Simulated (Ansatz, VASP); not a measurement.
**Al3GaSb4 in VASP and in Ansatz**

```xyz
8
Lattice="4.3867 0.0000 0.0000 -2.1934 3.7990 0.0000 0.0000 0.0000 14.4493" Properties=species:S:1:pos:R:3 pbc="T T T"
Al    0.0000    0.0000    3.6151
Al    2.1934    1.2663   14.4475
Al    2.1934    1.2663    7.2283
Ga    0.0000    0.0000   10.8451
Sb    0.0000    0.0000    6.3191
Sb    0.0000    0.0000   13.5435
Sb    2.1934    1.2663    2.7040
Sb    2.1934    1.2663    9.9343
```

Alike in both runs: task single point; functional PBE; k mesh 12 × 12 × 4; occupations gaussian, width 0.02 eV; no spin polarisation.

```csv
,VASP,Ansatz
version,VASP 6.6.1,Ansatz 0.2.0
potentials or method,"VASP PAW PBE potentials, release 64 (Al, Ga_d, Sb), cutoff 520 eV","scalar-relativistic, plane waves, PAW"
valence electrons in the cell,42,82
```

Ansatz gave:

* gap on the k mesh at the Fermi level (eV): 0.39
* least direct gap on the mesh (eV): 0.39
* pressure (GPa): 0.0

Task: What did VASP give for the same quantities?

Result: gap on the k mesh at the Fermi level (eV): 0.38; least direct gap on the mesh (eV): 0.38; pressure (GPa): 0.1.

VASP's potentials hold 42 valence electrons a cell and Ansatz's 82, so a difference there can come from the potentials and not from the codes.

Spin-orbit coupling is off throughout.
